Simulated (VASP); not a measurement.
Write the native input for VASP 6.6.1 that does the following.

```yaml
Task: relaxation of the atoms
Functional: r2SCAN
Potentials_or_basis: VASP PAW PBE potentials, release 64 (Cs_sv, Pb_d, Cl)
Cutoff: 520 eV
k_mesh: 6 × 6 × 6
Occupations: fermi-dirac, width 0.02 eV
Spin: no spin polarisation
Dipole_correction: no
Further_INCAR_settings: ALGO = Normal; EDIFF = 1e-06; IBRION = 2; EDIFFG = -0.01; NSW = 50
```

CsPbCl3:

```
CELL_PARAMETERS angstrom
5.55624 0.00000 0.00000
0.00000 5.55624 0.00000
0.00000 0.00000 5.55624
ATOMIC_POSITIONS crystal
Cs 0.00000 0.00000 0.00000
Pb 0.50000 0.50000 0.50000
Cl 0.50000 0.50000 0.00000
Cl 0.00000 0.50000 0.50000
Cl 0.50000 0.00000 0.50000
```

The input as run:

POSCAR

```
CsPbCl3
1.0
    5.5562375800      0.0000000000      0.0000000000
    0.0000000000      5.5562375800      0.0000000000
    0.0000000000      0.0000000000      5.5562375800
Cs Pb Cl
1 1 3
Direct
    0.0000000000      0.0000000000      0.0000000000
    0.5000000000      0.5000000000      0.5000000000
    0.5000000000      0.5000000000      0.0000000000
    0.0000000000      0.5000000000      0.5000000000
    0.5000000000      0.0000000000      0.5000000000
```

INCAR.step1

```
SYSTEM = CsPbCl3
PREC = Accurate
ENCUT = 520
ISMEAR = -1
SIGMA = 0.02
LREAL = .FALSE.
LASPH = .TRUE.
NELM = 80
GGA = PE
ALGO = Normal
EDIFF = 1E-4
LWAVE = .TRUE.
LCHARG = .FALSE.
KPAR = 4
```

INCAR.step2

```
SYSTEM = CsPbCl3
PREC = Accurate
ENCUT = 520
EDIFF = 1E-6
ISMEAR = -1
SIGMA = 0.02
LREAL = .FALSE.
LASPH = .TRUE.
NELM = 80
ALGO = Normal
ISIF = 2
LWAVE = .FALSE.
LCHARG = .FALSE.
METAGGA = R2SCAN
LMIXTAU = .TRUE.
IBRION = 2
NSW = 50
EDIFFG = -0.01
ISTART = 1
KPAR = 4
```

KPOINTS

```
Automatic mesh
0
G
  6 6 6
  0 0 0
```

Potentials or basis: VASP PAW PBE potentials, release 64 (Cs_sv, Pb_d, Cl).

Run with:

```sh
$ cat potpaw_PBE.64/Cs_sv/POTCAR potpaw_PBE.64/Pb_d/POTCAR potpaw_PBE.64/Cl/POTCAR > POTCAR
$ cp INCAR.step1 INCAR
$ mpirun -np 4 vasp_std > vasp.out
$ cp INCAR.step2 INCAR
$ mpirun -np 4 vasp_std > vasp.out
```

Results of the run:

```json
{"Pressure after relaxing": "1.8 GPa", "Band gap on the k mesh": "2.18 eV"}
```

Caveat: the relaxation stopped at its first step, so nothing moved; the PAW data sets were made with another functional, which shifts forces and pressure a little; spin-orbit coupling is left out, which moves the levels of the heavy elements.

Wall time 76 s on 4 MPI ranks on Intel(R) Xeon(R) Platinum 8375C CPU @ 2.90GHz (Ice Lake), on a shared host, peak memory 0.34 GiB a rank.
